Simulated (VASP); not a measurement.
# Bi2Se3 (R-3m) in VASP: notebook

Runs on Bi2Se3. Level: PBEsol+D3(BJ). Tasks: single point.

All numbers are computed with VASP 6.6.1; they aren't measurements. Logs are shortened: lines on timing, memory, paths and dates and some standing lists are left out, and cuts for length are marked.

## 1. The cell of the first run

The structure is trigonal, space group R-3m (No. 166). The conventional cell has a = 4.198 Å, b = 4.198 Å, c = 29.013 Å, α = 90.00°, β = 90.00°, γ = 120.00°. Within 3.8 Å of Bi (site symmetry 3m) lie 6 Se at 2.89 to 3.12 Å. Se (site symmetry -3m) has 6 Bi at 3.12 Å and 12 Se at 4.20 to 4.28 Å within 4.3 Å. Se (site symmetry 3m) has 3 Bi at 2.89 Å and 3 Se at 3.56 Å within 3.8 Å.

## 2. Single point, PBEsol+D3(BJ)

INCAR reads:

```
PREC     = Accurate       # precision mode
ENCUT    = 520            # plane-wave cutoff, eV
EDIFF    = 1E-6           # SCF threshold, eV
ISMEAR   = -1             # smearing method
SIGMA    = 0.05           # smearing width, eV
LREAL    = False          # projectors in reciprocal space
LASPH    = True           # aspherical terms in the spheres
NELM     = 80             # most SCF steps
ALGO     = Normal         # electronic algorithm
ISIF     = 2              # what is computed and relaxed
LWAVE    = False          # write WAVECAR
LCHARG   = True           # write CHGCAR
GGA      = PS             # functional
IVDW     = 12             # dispersion correction
LELF     = True           # ELF
LVHAR    = True         
NBANDS   = 32             # bands
```

KPOINTS reads:

```
regular mesh
0
Gamma
  6 6 6
```

POSCAR reads:

```
Bi2Se3
1.0
    2.0987597050      1.2117194780      9.6709442259
   -2.0987597050      1.2117194780      9.6709442259
    0.0000000000     -2.4234389661      9.6709442259
Bi Se
2 3
Direct
    0.4008000000      0.4008000000      0.4008000000
    0.5992000000      0.5992000000      0.5992000000
    0.0000000000      0.0000000000      0.0000000000
    0.2117000000      0.2117000000      0.2117000000
    0.7883000000      0.7883000000      0.7883000000
```

Potentials or basis: VASP PAW PBE potentials, release 64 (Bi_d, Se).

On the command line:

```sh
cat potpaw_PBE.64/Bi_d/POTCAR potpaw_PBE.64/Se/POTCAR > POTCAR
mpirun -np 1 vasp_std > vasp.out
```

OUTCAR:

```text
PREC = Accurate
   ENCUT = 520
   EDIFF = 1E-6
   ISMEAR = -1
   LREAL = False
   LASPH = True
   NELM = 80
   ISIF = 2
   GGA = PS
   IVDW = 12
 IVDW          = 12

 ion  position               nearest neighbor table
   1  0.401  0.401  0.401-   5 2.89   5 2.89   5 2.89   3 3.12   3 3.12   3 3.12
   2  0.599  0.599  0.599-   4 2.89   4 2.89   4 2.89   3 3.12   3 3.12   3 3.12
   3  0.000  0.000  0.000-   2 3.12   2 3.12   1 3.12   1 3.12   2 3.12   1 3.12
   4  0.212  0.212  0.212-   2 2.89   2 2.89   2 2.89
   5  0.788  0.788  0.788-   1 2.89   1 2.89   1 2.89

  LATTYP: Found a trigonal (rhomboedric) cell.
 ALAT       =     9.9699658281
 COS(alpha) =     0.9113725832

  Lattice vectors:

 A1 = (   2.0987597050,   1.2117194780,   9.6709442259)
 A2 = (  -2.0987597050,   1.2117194780,   9.6709442259)
 A3 = (   0.0000000000,  -2.4234389661,   9.6709442259)

Analysis of symmetry for initial positions (statically):
=====================================================================
 Subroutine PRICEL returns:
 Original cell was already a primitive cell.

 Routine SETGRP: Setting up the symmetry group for a
 trigonal (rhombohedral) supercell.

 Subroutine GETGRP returns: Found 12 space group operations
 (whereof 12 operations were pure point group operations)
 out of a pool of 12 trial point group operations.

The static configuration has the point symmetry D_3d.

Analysis of symmetry for dynamics (positions and initial velocities):
=====================================================================
 Subroutine PRICEL returns:
 Original cell was already a primitive cell.

 Routine SETGRP: Setting up the symmetry group for a
 trigonal (rhombohedral) supercell.

 Subroutine GETGRP returns: Found 12 space group operations
 (whereof 12 operations were pure point group operations)
 out of a pool of 12 trial point group operations.

The dynamic configuration has the point symmetry D_3d.

 Subroutine INISYM returns: Found 12 space group operations
 (whereof 12 operations are pure point group operations),
 and found     1 'primitive' translations

----------------------------------------------------------------------------------------

                                     Primitive cell

  volume of cell :     147.5655

  direct lattice vectors                    reciprocal lattice vectors
     2.098759705  1.211719478  9.670944226     0.238235944  0.137545586  0.034467507
    -2.098759705  1.211719478  9.670944226    -0.238235944  0.137545586  0.034467507
     0.000000000 -2.423438966  9.670944226     0.000000000 -0.275091173  0.034467506

  length of vectors
     9.969965828  9.969965828  9.969965830     0.277242065  0.277242065  0.277242065

  position of ions in fractional coordinates (direct lattice)
     0.400800000  0.400800000  0.400800000
     0.599200000  0.599200000  0.599200000
     0.000000000  0.000000000  0.000000000
     0.211700000  0.211700000  0.211700000
     0.788300000  0.788300000  0.788300000

  ion indices of the primitive-cell ions
   primitive index   ion index
                 1           1
                 2           2
                 3           3
                 4           4
                 5           5

----------------------------------------------------------------------------------------

 KPOINTS: regular mesh

Automatic generation of k-mesh.
 Grid dimensions read from file:
 generate k-points for:    6    6    6

 Generating k-lattice:

  Cartesian coordinates                     Fractional coordinates (reciprocal lattice)
     0.039705991  0.022924264  0.005744584     0.166666667  0.000000000  0.000000000
    -0.039705991  0.022924264  0.005744584     0.000000000  0.166666667  0.000000000
     0.000000000 -0.045848529  0.005744584     0.000000000  0.000000000  0.166666667

  Length of vectors
     0.046207011  0.046207011  0.046207011

  Shift w.r.t. Gamma in fractional coordinates (k-lattice)
     0.000000000  0.000000000  0.000000000

 Subroutine IBZKPT returns following result:
 ===========================================

 Found     32 irreducible k-points:

 Following reciprocal coordinates:
            Coordinates               Weight
  0.000000  0.000000  0.000000      1.000000
  0.166667 -0.000000  0.000000      6.000000
  0.333333 -0.000000  0.000000      6.000000
  0.500000 -0.000000 -0.000000      3.000000
  0.166667  0.166667  0.000000      6.000000
  0.333333  0.166667 -0.000000     12.000000
[... 16 lines left out ...]
  0.500000  0.500000  0.166667      6.000000
 -0.333333  0.500000  0.166667     12.000000
 [... further k-points ...]
   k-points           NKPTS =     32   k-points in BZ     NKDIM =     32   number of bands    NBANDS=     32
   number of dos      NEDOS =    301   number of ions     NIONS =      5
   total plane-waves  NPLWV = 512000
   dimension x,y,z NGX =    80 NGY =   80 NGZ =   80
   dimension x,y,z NGXF=   160 NGYF=  160 NGZF=  160
   ions per type =               2   3
   NGX,Y,Z   is equivalent  to a cutoff of  13.34, 13.34, 13.34 a.u.
   NGXF,Y,Z  is equivalent  to a cutoff of  26.68, 26.68, 26.68 a.u.
 SYSTEM =  unknown system
   PREC   = accura    normal or accurate (medium, high low for compatibility)
   ISTART =      0    job   : 0-new  1-cont  2-samecut
   ICHARG =      2    charge: 1-file 2-atom 10-const
   ISPIN  =      1    spin polarized calculation?
   LNONCOLLINEAR =      F non collinear calculations
   LSORBIT =      F    spin-orbit coupling
   LASPH  =      T    aspherical Exc in radial PAW
   ENCUT  =  520.0 eV  38.22 Ry    6.18 a.u.  18.54 18.54 18.54*2*pi/ulx,y,z
   NELM   =     80;   NELMIN=  2; NELMDL= -5     # of ELM steps
   EDIFF  = 0.1E-05   stopping-criterion for ELM
   LREAL  =      F    real-space projection
   EDIFFG = 0.1E-04   stopping-criterion for IOM
   NSW    =      0    number of steps for IOM
   IBRION =     -1    ionic relax: 0-MD 1-quasi-New 2-CG
   NFREE  =      0    steps in history (QN), initial steepest desc. (CG)
   ISIF   =      2    stress and relaxation
   ISYM   =      2    0-nonsym 1-usesym 2-fastsym
   POTIM  = 0.5000    time-step for ionic-motion
   TEBEG  =    0.0;   TEEND  =   0.0 temperature during run
   PSTRESS=    0.0 pullay stress
   NELECT =      48.0000    total number of electrons
   NUPDOWN=      -1.0000    fix difference up-down
   EMIN   =  10.00;   EMAX   =-10.00  energy-range for DOS
   EFERMI =   0.00;   METHOD = LEGACY
   ISMEAR =    -1;   SIGMA  =   0.05  broadening in eV -4-tet -1-fermi 0-gaus
   EFERMI_NEDOS =   21; number of points for ismear=-14 and -15
   IALGO  =     38    algorithm
   IMIX   =      4    mixing-type and parameters
     AMIX     =   0.40;   BMIX     =  1.00
     AMIX_MAG =   1.60;   BMIX_MAG =  1.00
  volume/ion in A,a.u.               =      29.51       199.16
  Fermi-wavevector in a.u.,A,eV,Ry     =   1.125884  2.127612 17.246942  1.267614
  Thomas-Fermi vector in A             =   2.262563
   LORBIT       =      0    0 simple, 1 ext, 2 COOP (PROOUT), +10 PAW based schemes
   GGA     = PS    functional components
   LHFCALC =     F    Hartree Fock is set to
   AEXX    =    0.0000 exact exchange contribution
   IVDW    =    12    specifies the selected vdW correction
   LEPSILON=     F    determine dielectric tensor
   LRPA    =     F    only Hartree local field effects (RPA)
 non-spin polarized calculation
  energy-cutoff  :      520.00
  volume of cell :      147.57
 maximum number of plane-waves:      4000
 NGX is ok and might be reduce to    80
   NGX = 37   NGY = 37   NGZ = 37

 number of electron      48.0000001 magnetization

 Free energy of the ion-electron system (eV)
  ---------------------------------------------------
  ext. energy  EPLUGINS =         0.00000000
  ---------------------------------------------------
  free energy    TOTEN  =       -21.99936543 eV

  energy without entropy =      -21.99887429  energy(sigma->0) =      -21.99911986

 E-fermi :   4.4314     XC(G=0):  -9.5051

 val. band max:        4.3439539403   @ k =   0.0000   0.0000   0.0000
 cond. band min:       4.5158478990   @ k =   0.0000   0.0000   0.0000
 fundamental gap:      0.1718939587
 Fermi energy:         4.4314205008

 k-point     1 :       0.0000    0.0000    0.0000
  band No.  band energies     occupation
      1     -18.6221      2.00000
      2     -18.6221      2.00000
      3     -18.6207      2.00000
      4     -18.6207      2.00000
      5     -18.6153      2.00000
      6     -18.6132      2.00000
[... 24 lines left out ...]
     31      10.1820      0.00000
     32      11.1211      0.00000

 k-point     2 :       0.1667   -0.0000    0.0000
  band No.  band energies     occupation
      1     -18.6252      2.00000
      2     -18.6233      2.00000
      3     -18.6166      2.00000
      4     -18.6153      2.00000
      5     -18.6121      2.00000
      6     -18.6100      2.00000
[... 24 lines left out ...]
     31       9.4919      0.00000
     32      10.3515      0.00000

 k-point     3 :       0.3333   -0.0000    0.0000
  band No.  band energies     occupation
      1     -18.6332      2.00000
      2     -18.6300      2.00000
      3     -18.6151      2.00000
      4     -18.6111      2.00000
      5     -18.6104      2.00000
      6     -18.6077      2.00000
[... 24 lines left out ...]
     31       8.7163      0.00000
     32      10.7480      0.00000

 k-point     4 :       0.5000   -0.0000   -0.0000
  band No.  band energies     occupation
      1     -18.6378      2.00000
      2     -18.6338      2.00000
      3     -18.6175      2.00000
      4     -18.6133      2.00000
      5     -18.6107      2.00000
      6     -18.6068      2.00000
[... 24 lines left out ...]
     31       8.4880      0.00000
     32      10.3809      0.00000

 k-point     5 :       0.1667    0.1667    0.0000
  band No.  band energies     occupation
      1     -18.6252      2.00000
      2     -18.6233      2.00000
      3     -18.6166      2.00000
      4     -18.6153      2.00000
      5     -18.6121      2.00000
      6     -18.6099      2.00000
[... 584 lines left out ...]
     31       9.2928      0.00000
     32      10.3189      0.00000

 k-point    22 :      -0.1667    0.3333    0.1667
  band No.  band energies     occupation
      1     -18.6318      2.00000
      2     -18.6288      2.00000
      3     -18.6146      2.00000
      4     -18.6135      2.00000
      5     -18.6108      2.00000
      6     -18.6095      2.00000
[... 24 lines left out ...]
     31       8.9745      0.00000
     32      11.1586      0.00000

 k-point    23 :       0.5000    0.5000    0.1667
  band No.  band energies     occupation
      1     -18.6332      2.00000
      2     -18.6300      2.00000
      3     -18.6151      2.00000
      4     -18.6112      2.00000
      5     -18.6104      2.00000
      6     -18.6077      2.00000
[... 24 lines left out ...]
     31       8.7664      0.00000
     32      10.5560      0.00000

 k-point    24 :      -0.3333    0.5000    0.1667
  band No.  band energies     occupation
      1     -18.6318      2.00000
      2     -18.6288      2.00000
      3     -18.6146      2.00000
      4     -18.6135      2.00000
      5     -18.6108      2.00000
      6     -18.6095      2.00000
[... 24 lines left out ...]
     31       9.0896      0.00000
     32      10.7857      0.00000

 [... further k-points ...]

------------------------ aborting loop because EDIFF is reached ----------------------------------------

 Edisp (eV)   -1.80696

 E8    (eV) :    -1.2187

  FORCE on cell =-STRESS in cart. coord.  units (eV):
  Direction    XX          YY          ZZ          XY          YZ          ZX
  --------------------------------------------------------------------------------------
  -------------------------------------------------------------------------------------
  Total      -4.19534    -4.19534    -4.12268     0.00000     0.00000     0.00000
  in kB     -45.55044   -45.55044   -44.76153     0.00000     0.00000     0.00000
  external pressure =      -45.29 kB  Pullay stress =        0.00 kB

 VOLUME and BASIS-vectors are now :
 -----------------------------------------------------------------------------
  energy-cutoff  :      520.00
  volume of cell :      147.57
      direct lattice vectors                 reciprocal lattice vectors
     2.098759705  1.211719478  9.670944226     0.238235944  0.137545586  0.034467507
    -2.098759705  1.211719478  9.670944226    -0.238235944  0.137545586  0.034467507
     0.000000000 -2.423438966  9.670944226     0.000000000 -0.275091173  0.034467506

 POSITION                                       TOTAL-FORCE (eV/Angst)
 -----------------------------------------------------------------------------------
      0.00000     -0.00000     11.62834         0.000000      0.000000     -0.071779
      0.00000     -0.00000     17.38449         0.000000     -0.000000      0.071779
      0.00000      0.00000      0.00000         0.000000      0.000000     -0.000000
      0.00000     -0.00000      6.14202         0.000000     -0.000000      0.197561
      0.00000     -0.00000     22.87082         0.000000      0.000000     -0.197561
 -----------------------------------------------------------------------------------
    total drift:                                0.000000      0.000000     -0.000000

  FREE ENERGIE OF THE ION-ELECTRON SYSTEM (eV)
  ---------------------------------------------------
  free  energy   TOTEN  =       -23.8063280382 eV

  energy  without entropy=      -23.8058368961  energy(sigma->0) =      -23.80608247
```

Wall time 8 min (1 thread of Intel Xeon 6975P-C (Granite Rapids), shared host); peak memory 0.91 GiB.

What came out:

```
Free energy                : -23.8063 eV
Pressure                   : -4.5 GPa
Largest force              : 0.198 eV/Å
Band gap on the k mesh     : 0.17 eV
Dispersion energy per atom : -0.361 eV
```

Forces on the atoms (eV/Å):
```
Bi   0.000  0.000 -0.072
Bi   0.000  0.000  0.072
Se   0.000  0.000  0.000
Se   0.000  0.000  0.198
Se   0.000  0.000 -0.198
```

Stress tensor (GPa, compression positive):
```
-4.56  0.00  0.00
 0.00 -4.56  0.00
 0.00  0.00 -4.48
```

Caveat: three body term missing; the cell stands under tension; the PAW data sets were made with another functional, which shifts forces and pressure a little; spin-orbit coupling is left out, which moves the levels of the heavy elements.

(Continued in part 2 of 2.)
